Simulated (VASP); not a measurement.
# PbSe (Cmcm) in VASP: notebook, part 2 of 3

VASP 6.6.1. Earlier steps stand in the parts before.

### 3 Single point, PBEsol

This run uses another cell than the first one, of 29.41 Å³/atom, 1.042 times its volume.

File INCAR:

```
SYSTEM = PbSe
PREC = Accurate
ENCUT = 520
EDIFF = 1E-6
ISMEAR = 0
SIGMA = 0.01
LREAL = .FALSE.
LASPH = .TRUE.
NELM = 60
ALGO = Normal
ISIF = 2
LWAVE = .FALSE.
LCHARG = .TRUE.
GGA = PS
LELF = .TRUE.
LVHAR = .TRUE.
NBANDS = 28
```

File KPOINTS:

```
regular mesh
0
G
  6 6 4
  0 0 0
```

File POSCAR:

```
PbSe
1.0
    2.1548765900     -6.1339473500      0.0000000000
    2.1548765900      6.1339473500      0.0000000000
    0.0000000000      0.0000000000      4.4504935700
Pb Se
2 2
Direct
    0.6317607300      0.3682392700      0.7500000000
    0.3682392700      0.6317607300      0.2500000000
    0.8612899600      0.1387100400      0.7500000000
    0.1387100400      0.8612899600      0.2500000000
```

Potentials or basis: VASP PAW PBE potentials, release 64 (Pb_d, Se).

On the command line:

```sh
> cat potpaw_PBE.64/Pb_d/POTCAR potpaw_PBE.64/Se/POTCAR > POTCAR
> mpirun -np 1 vasp_std > vasp.out
```

OUTCAR:

```text
SYSTEM = PbSe
   PREC = Accurate
   ENCUT = 520
   EDIFF = 1E-6
   ISMEAR = 0
   LREAL = .FALSE.
   LASPH = .TRUE.
   NELM = 60
   ISIF = 2
   GGA = PS

 ion  position               nearest neighbor table
   1  0.632  0.368  0.750-   3 2.82   4 3.10   4 3.10   4 3.10   4 3.10   2 3.92   2 3.92
   2  0.368  0.632  0.250-   4 2.82   3 3.10   3 3.10   3 3.10   3 3.10   1 3.92   1 3.92
   3  0.861  0.139  0.750-   1 2.82   2 3.10   2 3.10   2 3.10   2 3.10
   4  0.139  0.861  0.250-   2 2.82   1 3.10   1 3.10   1 3.10   1 3.10

  LATTYP: Found a base centered orthorhombic cell.
 ALAT       =     4.3097531800
 B/A-ratio  =     2.8465422932
 C/A-ratio  =     1.0326562530

  Lattice vectors:

 A1 = (   2.1548765900,  -6.1339473500,   0.0000000000)
 A2 = (   2.1548765900,   6.1339473500,   0.0000000000)
 A3 = (   0.0000000000,   0.0000000000,   4.4504935700)

Analysis of symmetry for initial positions (statically):
=====================================================================
 Subroutine PRICEL returns:
 Original cell was already a primitive cell.

 Routine SETGRP: Setting up the symmetry group for a
 base centered orthorhombic supercell.

[... 173 lines left out ...]

 val. band max:        4.0693430690   @ k =   0.0000   0.0000   0.5000
 cond. band min:       5.2140021757   @ k =   0.5000   0.5000   0.0000
 fundamental gap:      1.1446591067
 Fermi energy:         4.1765879056

 k-point     1 :       0.0000    0.0000    0.0000
  band No.  band energies     occupation
      1     -12.2778      2.00000
      2     -12.1898      2.00000
      3     -12.1839      2.00000
      4     -12.1822      2.00000
      5     -12.1615      2.00000
      6     -12.1574      2.00000
[... 733 lines left out ...]
     27      10.9877      0.00000
     28      11.5314      0.00000

 [... further k-points ...]

------------------------ aborting loop because EDIFF is reached ----------------------------------------

  FORCE on cell =-STRESS in cart. coord.  units (eV):
  Direction    XX          YY          ZZ          XY          YZ          ZX
  --------------------------------------------------------------------------------------
  -------------------------------------------------------------------------------------
  Total       -1.3825772     -1.1148578     -1.4488719      0.0000000      0.0000000      0.0000000
  in kB      -18.8277905    -15.1820156    -19.7305841      0.0000000      0.0000000      0.0000000
  external PRESSURE =     -17.9134634 kB  Pullay stress =       0.0000000 kB

 VOLUME and BASIS-vectors are now :
 -----------------------------------------------------------------------------
  energy-cutoff  :      520.00
  volume of cell :      117.65
      direct lattice vectors                 reciprocal lattice vectors
     2.154876590 -6.133947350  0.000000000     0.232031849 -0.081513579  0.000000000
     2.154876590  6.133947350  0.000000000     0.232031849  0.081513579  0.000000000
     0.000000000  0.000000000  4.450493570     0.000000000  0.000000000  0.224694179

 POSITION                                       TOTAL-FORCE (eV/Angst)
 -----------------------------------------------------------------------------------
      2.15488     -1.61643      3.33787         0.000000     -0.018225     -0.000000
      2.15488      1.61643      1.11262         0.000000      0.018225     -0.000000
      2.15488     -4.43227      3.33787         0.000000     -0.037593      0.000000
      2.15488      4.43227      1.11262         0.000000      0.037593     -0.000000
 -----------------------------------------------------------------------------------
    total drift:                                0.000000     -0.000000     -0.000000

  FREE ENERGIE OF THE ION-ELECTRON SYSTEM (eV)
  ---------------------------------------------------
  free  energy   TOTEN  =       -17.6281928058 eV

  energy  without entropy=      -17.6281928058  energy(sigma->0) =      -17.62819281
```

OSZICAR:

```text
N       E                     dE             d eps       ncg     rms          rms(c)
DAV:   1     0.409337929025E+03    0.40934E+03   -0.18598E+04  2184   0.150E+03
DAV:   2     0.258312225266E+02   -0.38351E+03   -0.37267E+03  2216   0.391E+02
DAV:   3    -0.163427220750E+02   -0.42174E+02   -0.41308E+02  2816   0.148E+02
DAV:   4    -0.181541091988E+02   -0.18114E+01   -0.18060E+01  2544   0.327E+01
DAV:   5    -0.182171902599E+02   -0.63081E-01   -0.63076E-01  2784   0.651E+00    0.383E+00
DAV:   6    -0.176401985430E+02    0.57699E+00   -0.13003E+00  3024   0.752E+00    0.209E+00
DAV:   7    -0.176300060786E+02    0.10192E-01   -0.28938E-01  2728   0.229E+00    0.119E+00
DAV:   8    -0.176306449674E+02   -0.63889E-03   -0.42065E-02  2916   0.168E+00    0.276E-01
DAV:   9    -0.176280713119E+02    0.25737E-02   -0.10884E-02  3028   0.822E-01    0.652E-02
DAV:  10    -0.176281830217E+02   -0.11171E-03   -0.80633E-04  2348   0.133E-01    0.276E-02
DAV:  11    -0.176281932230E+02   -0.10201E-04   -0.51851E-05  3268   0.523E-02    0.793E-03
DAV:  12    -0.176281928058E+02    0.41718E-06   -0.45796E-06  2076   0.119E-02
   1 F= -.17628193E+02 E0= -.17628193E+02  d E =-.878837E-54
```

stdout:

```text
POSCAR found type information on POSCAR PbSe
 POSCAR found :  2 types and       4 ions
 scaLAPACK will be used
 -----------------------------------------------------------------------------
|                                                                             |
|                                                                             |
|     You enforced a specific xc type in the INCAR file but a different       |
|     I HOPE YOU KNOW WHAT YOU ARE DOING!                                     |
|                                                                             |
 -----------------------------------------------------------------------------

 LDA part: xc-table for (Slater+PW92), standard interpolation
 POSCAR, INCAR and KPOINTS ok, starting setup
 FFT: planning ... GRIDC
 FFT: planning ... GRID_SOFT
 FFT: planning ... GRID
 WAVECAR not read
 entering main loop
```

Wall time 94 s (1 thread of Intel Xeon Platinum 8259CL at 2.50GHz (Skylake/Cascade Lake), shared host); peak memory 0.35 GiB.

Results:

```yaml
Free_energy: -17.6282 eV
Pressure: -1.8 GPa
Largest_force: 0.038 eV/Å
Band_gap_on_the_k_mesh: 1.14 eV, indirect (least direct gap 1.43 eV)
```

Forces in eV/Å, atoms in the order of the input:
```
Pb   0.000 -0.018  0.000
Pb   0.000  0.018  0.000
Se   0.000 -0.038  0.000
Se   0.000  0.038  0.000
```

Stress tensor (GPa, compression positive):
```
-1.88  0.00  0.00
 0.00 -1.52  0.00
 0.00  0.00 -1.97
```

Caveat: the PAW data sets were made with another functional, which shifts forces and pressure a little; spin-orbit coupling is left out, which moves the levels of the heavy elements.

### 4 Single point, PBEsol

This run uses another cell than the first one, of 30.59 Å³/atom, 1.083 times its volume.

File INCAR:

```
SYSTEM = PbSe
  ALGO = Normal
  EDIFF = 1E-6
  ENCUT = 520
  GGA = PS
  ISIF = 2
  ISMEAR = 0
  LASPH = .True.
  LCHARG = .False.
  LREAL = .False.
  LWAVE = .False.
  NBANDS = 28
  NELM = 60
  PREC = Accurate
  SIGMA = 0.01
```

File KPOINTS:

```
k-points
0
Gamma
  6 6 4
  0 0 0
```

File POSCAR:

```
PbSe
1.0
    2.1832334812     -6.2146664402      0.0000000000
    2.1832334812      6.2146664402      0.0000000000
    0.0000000000      0.0000000000      4.5090594121
Pb Se
2 2
Direct
    0.6317607300      0.3682392700      0.7500000000
    0.3682392700      0.6317607300      0.2500000000
    0.8612899600      0.1387100400      0.7500000000
    0.1387100400      0.8612899600      0.2500000000
```

On the command line:

```sh
> cat potpaw_PBE.64/Pb_d/POTCAR potpaw_PBE.64/Se/POTCAR > POTCAR
> mpirun -np 1 vasp_std > vasp.out
```

Wall time 1.9 min (1 thread of Intel Xeon Platinum 8259CL at 2.50GHz (Skylake/Cascade Lake), shared host); peak memory 0.34 GiB.

The run converged. Its results:

```
Free energy            : -17.5529 eV
Pressure               : -3.4 GPa
Largest force          : 0.208 eV/Å
Band gap on the k mesh : 1.19 eV, indirect (least direct gap 1.40 eV)
```

Forces on the atoms (eV/Å):
```
Pb   0.000 -0.208  0.000
Pb   0.000  0.208  0.000
Se   0.000  0.101  0.000
Se   0.000 -0.101  0.000
```

Stress tensor (GPa, compression positive):
```
-3.49  0.00  0.00
 0.00 -3.05  0.00
 0.00  0.00 -3.56
```

Levels at points of the mesh, in eV from the valence-band top:
| k point | band 16 | band 17 | band 18 | band 19 | band 20 | band 21 | band 22 | band 23 | band 24 | band 25 |
| --- | --- | --- | --- | --- | --- | --- | --- | --- | --- | --- |
| (0.00, 0.00, 0.00) | -2.58 | -1.94 | -1.36 | -1.11 | -0.28 | 4.39 | 4.51 | 4.61 | 5.20 | 5.22 |
| (0.50, 0.00, 0.00) | -1.66 | -1.02 | -0.76 | -0.42 | -0.18 | 1.52 | 1.66 | 1.91 | 2.67 | 2.73 |
| (0.50, 0.50, 0.00) | -2.20 | -1.61 | -1.58 | -0.92 | -0.47 | 1.19 | 4.23 | 4.39 | 4.66 | 4.84 |
| (0.00, 0.00, 0.50) | -2.40 | -0.73 | -0.73 | 0.00 | 0.00 | 1.55 | 1.55 | 2.40 | 2.40 | 4.77 |
| (0.50, 0.00, 0.50) | -3.83 | -2.80 | -2.80 | -1.12 | -1.12 | 3.16 | 3.16 | 5.31 | 5.31 | 6.01 |
| (0.50, 0.50, 0.50) | -0.85 | -0.84 | -0.84 | -0.33 | -0.33 | 1.28 | 1.28 | 2.83 | 2.83 | 3.13 |

Caveat: the PAW data sets were made with another functional, which shifts forces and pressure a little; spin-orbit coupling is left out, which moves the levels of the heavy elements. A k mesh can miss the band edges.

### 5 Single point, PBEsol

This run uses another cell than the first one, of 31.77 Å³/atom, 1.125 times its volume.

File INCAR:

```
SYSTEM = PbSe
PREC     = Accurate       ! precision mode
ENCUT    = 520            ! plane-wave cutoff, eV
EDIFF    = 1E-6           ! SCF threshold, eV
ISMEAR   = 0              ! smearing method
SIGMA    = 0.01           ! smearing width, eV
LREAL    = .FALSE.        ! projectors in reciprocal space
LASPH    = .TRUE.         ! aspherical terms in the spheres
NELM     = 60             ! most SCF steps
ALGO     = Normal         ! electronic algorithm
ISIF     = 2              ! what is computed and relaxed
LWAVE    = .FALSE.        ! write WAVECAR
LCHARG   = .FALSE.        ! write CHGCAR
GGA      = PS             ! functional
NBANDS   = 28             ! bands
```

File KPOINTS:

```
regular mesh
0
G
  6 6 4
  0 0 0
```

File POSCAR:

```
PbSe
1.0
    2.2108722822     -6.2933414560      0.0000000000
    2.2108722822      6.2933414560      0.0000000000
    0.0000000000      0.0000000000      4.5661421733
Pb Se
2 2
Direct
    0.6317607300      0.3682392700      0.7500000000
    0.3682392700      0.6317607300      0.2500000000
    0.8612899600      0.1387100400      0.7500000000
    0.1387100400      0.8612899600      0.2500000000
```

On the command line:

```sh
> cat potpaw_PBE.64/Pb_d/POTCAR potpaw_PBE.64/Se/POTCAR > POTCAR
> mpirun -np 1 vasp_std > vasp.out
```

Run time: 6.1 min. Hardware: 1 thread of AMD EPYC 7R13, shared host; peak memory 0.31 GiB.

The run converged. Its results:

```
Free energy            : -17.4362 eV
Pressure               : -4.6 GPa
Largest force          : 0.373 eV/Å
Band gap on the k mesh : 1.22 eV, indirect (least direct gap 1.37 eV)
```

Forces in eV/Å, atoms in the order of the input:
```
Pb   0.000 -0.373  0.000
Pb   0.000  0.373  0.000
Se   0.000  0.221  0.000
Se   0.000 -0.221  0.000
```

Stress tensor (GPa, compression positive):
```
-4.76  0.00  0.00
 0.00 -4.27  0.00
 0.00  0.00 -4.81
```

Levels at points of the mesh, in eV from the valence-band top:
```csv
k point,band 17,band 18,band 19,band 20,band 21,band 22,band 23,band 24
"(0.00, 0.00, 0.00)",-1.78,-1.23,-1.00,-0.22,4.32,4.51,4.56,5.07
"(0.50, 0.00, 0.00)",-0.91,-0.66,-0.40,-0.16,1.52,1.68,1.94,2.63
"(0.50, 0.50, 0.00)",-1.49,-1.47,-0.81,-0.40,1.22,4.15,4.33,4.72
"(0.00, 0.00, 0.50)",-0.63,-0.63,0.00,0.00,1.57,1.57,2.42,2.42
"(0.50, 0.00, 0.50)",-2.60,-2.60,-1.02,-1.02,3.16,3.16,5.17,5.17
"(0.50, 0.50, 0.50)",-0.74,-0.74,-0.29,-0.29,1.24,1.24,2.82,2.82
```

Caveat: the PAW data sets were made with another functional, which shifts forces and pressure a little; spin-orbit coupling is left out, which moves the levels of the heavy elements. A k mesh can miss the band edges.

(Continued in part 3 of 3.)
